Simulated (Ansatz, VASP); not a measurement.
Au: VASP beside Ansatz

```
Au
1.0
    -1.62148    1.62148    1.62148
     1.62148   -1.62148    1.62148
     1.62148    1.62148   -1.62148
Au
1
Direct
  0.00000 0.00000 0.00000
```

Alike in both runs: functional PBEsol; k mesh 24 × 24 × 24; occupations gaussian, width 0.1 eV; no spin polarisation.

Ansatz relaxed the structure, and its values are those at the end. VASP's run is a single point on that final structure, the one shown.

|  | VASP | Ansatz |
| --- | --- | --- |
| version | VASP 6.6.1 | Ansatz 0.2.0 |
| potentials or method | VASP PAW PBE potentials, release 64 (Au), cutoff 520 eV | scalar-relativistic, plane waves, PAW |
| valence electrons in the cell | 11 | 19 |

|  | VASP | Ansatz | Ansatz less VASP |
| --- | --- | --- | --- |
| gap on the k mesh at the Fermi level (eV) | none | none | - |
| pressure (GPa) | -0.2 | 0.0 | +0.22 |

VASP's potentials were made for PBE, not for PBEsol. A gap of «none» marks a metal or a gap that the smearing closes. The functional is the same, so the differences come from potentials, cutoffs and numerics. VASP's potentials hold 11 valence electrons a cell and Ansatz's 19, so a difference there can come from the potentials and not from the codes.

Neither program's run includes spin-orbit coupling.
